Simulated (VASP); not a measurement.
Here is a VASP 6.6.1 calculation.

File INCAR:

```
  PREC = Accurate
  ENCUT = 520
  EDIFF = 1E-8
  ISMEAR = -1
  SIGMA = 0.05
  LREAL = False
  LASPH = True
  NELM = 80
  ALGO = Normal
  ISIF = 2
  LWAVE = False
  LCHARG = False
  GGA = PE
  LEFG = True
  NBANDS = 12
```

The input KPOINTS:

```
Automatic mesh
0
Gamma
  15 15 15
```

The input POSCAR:

```
Ag
1.0
    0.0000000000      2.0585978200      2.0124535000
    2.0585978200      0.0000000000      2.0124535000
    2.0585978200      2.0585978200      0.0000000000
Ag
1
Direct
    0.0000000000      0.0000000000      0.0000000000
```

Potentials or basis: VASP PAW PBE potentials, release 64 (Ag).

Run with:

```bash
$ cat potpaw_PBE.64/Ag/POTCAR > POTCAR
$ mpirun -np 1 vasp_std > vasp.out
```

Task: Predict the pressure.

Result: 4.4 GPa.

Stress tensor (GPa, compression positive):
```
4.38 0.00 0.00
0.00 4.38 0.00
0.00 0.00 4.51
```

Caveat: without QUAD_EFG the Cq values of the log hold for a quadrupole moment of 1 mb, not for the nuclei.
